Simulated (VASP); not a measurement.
## BaTiO3 (Barioperovskite): single point with LDA+U

Crystal: BaTiO3 (Barioperovskite).

```
Ba Ti O
1.0
     4.08275    0.00000    0.00000
     0.00000    2.90612    2.91457
     0.00000   -2.90612    2.91457
Ba Ti O
1 1 3
Direct
  0.00000 0.00000 0.00000
  0.50000 0.51240 0.51240
  0.00000 0.48740 0.48740
  0.50000 0.50524 0.99184
  0.50000 0.99184 0.50524
```

* Program: VASP 6.6.1
* Task: single point
* Functional: LDA
* Potentials or basis: VASP PAW LDA potentials, release 64 (Ba_sv, Ti_sv, O_h)
* Cutoff: 910 eV
* k mesh: 5 × 5 × 5
* Occupations: gaussian, width 0.01 eV
* Spin: no spin polarisation
* Hubbard terms: Ti d U = 2.0 eV

| Quantity | Value |
| --- | --- |
| Pressure | -15.5 GPa |
| Largest force | 0.392 eV/Å |
| Band gap on the k mesh | 1.94 eV, indirect (least direct gap 2.10 eV) |

Forces on the atoms (eV/Å):
```
Ba   0.000  0.000  0.156
Ti   0.000  0.000  0.302
O    0.000  0.000  0.254
O    0.000  0.165 -0.356
O    0.000 -0.165 -0.356
```

Stress tensor (GPa, compression positive):
```
-15.45   0.00   0.00
  0.00 -15.21   0.00
  0.00   0.00 -15.76
```

Levels at points of the mesh, in eV from the valence-band top:
```tsv
k point	band 17	band 18	band 19	band 20	band 21	band 22	band 23	band 24
(0.00, 0.00, 0.00)	-0.89	-0.28	-0.20	-0.16	1.94	1.99	2.12	3.70
```

Eigenvalues of the final occupation matrices:
```csv
site,spin,trace,eigenvalues
site 2 d,1,0.81,0.12 0.12 0.12 0.23 0.23
site 2 d,2,0.81,0.12 0.12 0.12 0.23 0.23
```

It took 40 s on 1 thread of Intel(R) Xeon(R) 6975P-C (Granite Rapids) (shared host), peak memory 0.28 GiB.

Caveat: the cutoff is under 1.25 times the usual one of these potentials, so pressure, stress and relaxed cells hold a basis-set (Pulay) error; spin-orbit coupling is left out, which moves the levels of the heavy elements. A k mesh can miss the band edges.
